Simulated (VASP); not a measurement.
Input of a VASP 6.6.1 run:

Contents of INCAR:

```
PREC = Accurate ; ENCUT = 500
EDIFF = 1E-6 ; ISMEAR = 1
SIGMA = 0.2 ; LREAL = F
LASPH = T ; NELM = 120
ALGO = Normal ; ISIF = 2
LWAVE = F ; LCHARG = F
GGA = PS ; NBANDS = 11
GGA_COMPAT = F
```

KPOINTS

```
Automatic mesh
0
Gamma
  4 4 4
```

POSCAR

```
AlP
1.0
    0.0000000000      2.7255000000      2.7255000000
    2.7255000000      0.0000000000      2.7255000000
    2.7255000000      2.7255000000      0.0000000000
Al P
1 1
Direct
    0.0000000000      0.0000000000      0.0000000000
    0.2500000000      0.2500000000      0.2500000000
```

Potentials or basis: VASP PAW PBE potentials, release 64 (Al, P).

The run is started by

```sh
$ cat potpaw_PBE.64/Al/POTCAR potpaw_PBE.64/P/POTCAR > POTCAR
$ mpirun -np 1 vasp_std > vasp.out
```

Predict the pressure.

1.4 GPa.

What does it give for the band gap on the k mesh?

1.40 eV, indirect (least direct gap 3.23 eV).

Caveat: the k points lie up to 0.50 Å⁻¹ apart; the PAW data sets were made with another functional, which shifts forces and pressure a little. A hybrid or GW would open this gap; PBEsol tends to underestimate it.
